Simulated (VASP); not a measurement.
A run of VASP 6.6.1:

Contents of INCAR:

```
SYSTEM = Sc
  PREC = Accurate
  ENCUT = 500
  EDIFF = 1E-6
  ISMEAR = -1
  SIGMA = 0.1
  LREAL = .False.
  LASPH = .True.
  NELM = 120
  ALGO = Normal
  ISIF = 2
  LWAVE = .False.
  LCHARG = .False.
  GGA = PE
  NBANDS = 12
  GGA_COMPAT = .False.
```

The input KPOINTS:

```
regular mesh
0
Gamma
  20 20 20
  0 0 0
```

Contents of POSCAR:

```
Sc
1.0
   -1.3625011237      1.3625011237      1.3625011237
    1.3625011237     -1.3625011237      1.3625011237
    1.3625011237      1.3625011237     -1.3625011237
Sc
1
Direct
    0.0000000000      0.0000000000      0.0000000000
```

Potentials or basis: VASP PAW PBE potentials, release 64 (Sc_sv).

Command:

```bash
$ cat potpaw_PBE.64/Sc_sv/POTCAR > POTCAR
$ mpirun -np 1 vasp_std > vasp.out
```

Hardware: 1 thread of Intel Xeon 6975P-C, with other jobs on the host.

How long does it take, and how much memory?

Wall time 18 s on 1 thread of Intel Xeon 6975P-C, on a shared host, peak memory 0.14 GiB. Counts: scf iterations 11, k points 256.
